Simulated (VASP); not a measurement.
## SnO2: single point with PBEsol

The system is SnO2.

```xyz
6
Lattice="-1.9730 1.9730 5.0544 1.9730 -1.9730 5.0544 1.9730 1.9730 -5.0544" Properties=species:S:1:pos:R:3 pbc="T T T"
Sn    0.0000    0.0000    0.0000
Sn    0.0000    1.9730    2.5272
O     0.0000    1.9730    0.4703
O     0.0000    0.0000    2.0569
O     0.0000    1.9730    4.5841
O     0.0000    0.0000    8.0519
```

* Program: VASP 6.6.1
* Task: single point
* Functional: PBEsol
* Potentials or basis: VASP PAW PBE potentials, release 64 (Sn_d, O)
* Cutoff: 520 eV
* k mesh: 9 × 9 × 9
* Occupations: fermi-dirac, width 0.05 eV
* Spin: no spin polarisation

The pressure is 9.3 GPa, the largest force is 0.206 eV/Å and the band gap on the k mesh is 1.99 eV (least direct gap 2.42 eV).

Forces in eV/Å, atoms in the order of the input:
```
Sn   0.000  0.000  0.000
Sn   0.000  0.000  0.000
O    0.000  0.000 -0.206
O    0.000  0.000  0.206
O    0.000  0.000  0.206
O    0.000  0.000 -0.206
```

Stress tensor (GPa, compression positive):
```
9.14 0.00 0.00
0.00 9.14 0.00
0.00 0.00 9.68
```

Levels at points of the mesh, in eV from the valence-band top:
| k point | band 22 | band 23 | band 24 | band 25 | band 26 | band 27 | band 28 | band 29 | band 30 | band 31 |
| --- | --- | --- | --- | --- | --- | --- | --- | --- | --- | --- |
| (0.00, 0.00, 0.00) | -1.05 | -0.69 | -0.69 | -0.42 | -0.42 | 1.99 | 5.97 | 9.41 | 9.97 | 10.04 |

Run time: 4.2 min on 1 thread of Intel(R) Xeon(R) Platinum 8488C (Sapphire Rapids), with other jobs on the host, peak memory 0.4 GiB.

Caveat: the cell stands under pressure; the PAW data sets were made with another functional, which shifts forces and pressure a little; spin-orbit coupling is left out, which moves the levels of the heavy elements. A k mesh can miss the band edges.
